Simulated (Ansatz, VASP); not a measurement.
## BaS: VASP beside Ansatz

```xyz
2
Lattice="0.0000 3.1938 3.1938 3.1938 0.0000 3.1938 3.1938 3.1938 0.0000" Properties=species:S:1:pos:R:3 pbc="T T T"
Ba    0.0000    0.0000    0.0000
S     3.1938    3.1938    3.1938
```

Alike in both runs: task single point; functional PBEsol; k mesh 8 × 8 × 8; occupations gaussian, width 0.05 eV; no spin polarisation.

|  | VASP | Ansatz |
| --- | --- | --- |
| version | VASP 6.6.1 | Ansatz 0.2.0 |
| potentials or method | VASP PAW PBE potentials, release 64 (Ba_sv, S), cutoff 500 eV | scalar-relativistic, plane waves, PAW |
| valence electrons in the cell | 16 | 16 |

|  | VASP | Ansatz | Ansatz less VASP |
| --- | --- | --- | --- |
| gap on the k mesh at the Fermi level (eV) | 1.98 | 2.08 | +0.099 |
| pressure (GPa) | -0.5 | -1.2 | -0.62 |

VASP's potentials were made for PBE, not for PBEsol. With one functional, cell and mesh, what is left measures potentials, basis and numerics.

Neither program's run includes spin-orbit coupling.
